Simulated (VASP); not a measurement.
Wanted: the native input for a VASP 6.6.1 run.

| Property | Result |
| --- | --- |
| Task | single point |
| Functional | r2SCANh |
| Potentials or basis | VASP PAW PBE potentials, release 64 (Sb) |
| Cutoff | 520 eV |
| k mesh | 4 × 4 × 4 |
| Occupations | fermi-dirac, width 0.05 eV |
| Spin | no spin polarisation |
| Dipole correction | no |
| Grid for exact exchange (PRECFOCK) | Normal |
| Further INCAR settings | ALGO = Normal; EDIFF = 1e-06; NBANDS = 8 |

Crystal: Sb.

```
Sb
1.0
     3.16000    0.00000    0.00000
     0.00000    3.16000    0.00000
     0.00000    0.00000    3.16000
Sb
1
Cartesian
  0.0000 0.0000 0.0000
```

One way to write it, as run:

POSCAR

```
Sb
1.0
    3.1600000000      0.0000000000      0.0000000000
    0.0000000000      3.1600000000      0.0000000000
    0.0000000000      0.0000000000      3.1600000000
Sb
1
Direct
    0.0000000000      0.0000000000      0.0000000000
```

INCAR.step1

```
SYSTEM = Sb
PREC = Accurate
ENCUT = 520
EDIFF = 1E-5
ISMEAR = -1
SIGMA = 0.05
LREAL = .False.
LASPH = .True.
NELM = 100
ALGO = Normal
ISIF = 2
LWAVE = .True.
LCHARG = .False.
GGA = PE
NBANDS = 8
```

INCAR.step2

```
SYSTEM = Sb
PREC = Accurate
ENCUT = 520
EDIFF = 1E-6
ISMEAR = -1
SIGMA = 0.05
LREAL = .False.
LASPH = .True.
NELM = 100
ALGO = Normal
ISIF = 2
LWAVE = .False.
LCHARG = .False.
METAGGA = R2SCAN
LHFCALC = .True.
AEXX = 0.1
LMIXTAU = .True.
PRECFOCK = Normal
ISTART = 1
NBANDS = 8
```

KPOINTS

```
regular mesh
0
Gamma
  4 4 4
  0 0 0
```

Potentials or basis: VASP PAW PBE potentials, release 64 (Sb).

Run with:

```console
$ cat potpaw_PBE.64/Sb/POTCAR > POTCAR
$ cp INCAR.step1 INCAR
$ mpirun -np 1 vasp_std > vasp.out
$ cp INCAR.step2 INCAR
$ mpirun -np 1 vasp_std > vasp.out
```

Results of the run:

```json
{
 "Pressure": "-5.5 GPa"
}
```

Caveat: the k points lie up to 0.50 Å⁻¹ apart; the PAW data sets were made with another functional, which shifts forces and pressure a little.

Wall time 33 s on 1 thread of Intel(R) Xeon(R) Platinum 8259CL CPU @ 2.50GHz (Skylake/Cascade Lake), with other jobs on the host, peak memory 0.15 GiB.
